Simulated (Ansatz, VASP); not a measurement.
# CoSiGe3 in VASP and in Ansatz

```xyz
5
Lattice="4.7414 0.0000 0.0000 0.0000 4.7414 0.0000 0.0000 0.0000 4.7414" Properties=species:S:1:pos:R:3 pbc="T T T"
Co    0.0000    0.0000    0.0000
Si    2.3707    2.3707    2.3707
Ge    0.0000    2.3707    2.3707
Ge    2.3707    2.3707    0.0000
Ge    2.3707    0.0000    2.3707
```

Change from the starting cell: species swapped into the EuBRh3 type (Pm-3m, No. 221).

Alike in both runs: functional PBE; k mesh 8 × 8 × 8; occupations gaussian, width 0.1 eV; collinear spin.

Ansatz relaxed the structure, and its values are those at the end. VASP's run is a single point on that final structure, the one shown.

|  | VASP | Ansatz |
| --- | --- | --- |
| version | VASP 6.6.1 | Ansatz 0.2.0 |
| potentials or method | VASP PAW PBE potentials, release 64 (Co, Si, Ge_d), cutoff 520 eV | scalar-relativistic, plane waves, PAW |
| valence electrons in the cell | 55 | 63 |

```csv
,VASP,Ansatz,Ansatz less VASP
gap on the k mesh at the Fermi level (eV),none,none,-
pressure (GPa),-0.1,0.0,+0.05
net moment per atom (μB),0.40,0.40,+0.002
size of the moment on the site where the two differ most (μB),2.00,2.08,+0.080
```

Site moments also hang on the region over which each program counts them. A gap of «none» marks a metal or a gap that the smearing closes. With one functional, cell and mesh, what is left measures potentials, basis and numerics. VASP's potentials hold 55 valence electrons a cell and Ansatz's 63, so a difference there can come from the potentials and not from the codes.
